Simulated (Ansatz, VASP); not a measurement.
# HgTe: VASP beside Ansatz

INCAR

```
PREC = Accurate
ENCUT = 520
EDIFF = 1E-7
ISMEAR = 0
SIGMA = 0.15
LREAL = False
LASPH = True
NELM = 100
ALGO = Normal
ISIF = 2
LWAVE = False
LCHARG = False
GGA = PE
NBANDS = 16
```

KPOINTS

```
regular mesh
0
Gamma
  14 14 14
```

The input POSCAR:

```
HgTe
1.0
    0.0000000000      3.3202050000      3.3202050000
    3.3202050000      0.0000000000      3.3202050000
    3.3202050000      3.3202050000      0.0000000000
Hg Te
1 1
Direct
    0.0000000000      0.0000000000      0.0000000000
    0.7500000000      0.7500000000      0.7500000000
```

Input for Ansatz:

```yaml
crystal:
  lattice:
    - [0.0, 3.320205, 3.320205]
    - [3.320205, 0.0, 3.320205]
    - [3.320205, 3.320205, 0.0]
  atoms:
    - { symbol: Hg, position: [0.0, 0.0, 0.0] }
    - { symbol: Te, position: [0.75, 0.75, 0.75] }
basis:
  ecutwfc: 420
kpoints:
  mp_grid: { grid: [14, 14, 14] }
hamiltonian:
  xc: pbe
scf:
  occupations: { method: gaussian, width: 0.15 }
output:
  forces: true
  stress: true
  eigenvalues: true
```

Change from the starting cell: strain +0.030 along x and y, +0.030 along z, atoms carried along.

Alike in both runs: task single point; functional PBE; k mesh 14 × 14 × 14; occupations gaussian, width 0.15 eV; no spin polarisation.

|  | VASP | Ansatz |
| --- | --- | --- |
| version | VASP 6.6.1 | Ansatz 0.2.0 |
| potentials or method | VASP PAW PBE potentials, release 64 (Hg, Te), cutoff 520 eV | scalar-relativistic, plane waves, PAW |
| valence electrons in the cell | 18 | 36 |

|  | VASP | Ansatz | Ansatz less VASP |
| --- | --- | --- | --- |
| gap on the k mesh at the Fermi level (eV) | none | none | - |
| pressure (GPa) | 0.2 | 0.2 | -0.04 |

A gap of «none» marks a metal or a gap that the smearing closes. With one functional, cell and mesh, what is left measures potentials, basis and numerics. VASP's potentials hold 18 valence electrons a cell and Ansatz's 36, so a difference there can come from the potentials and not from the codes.

Spin-orbit coupling is off throughout.
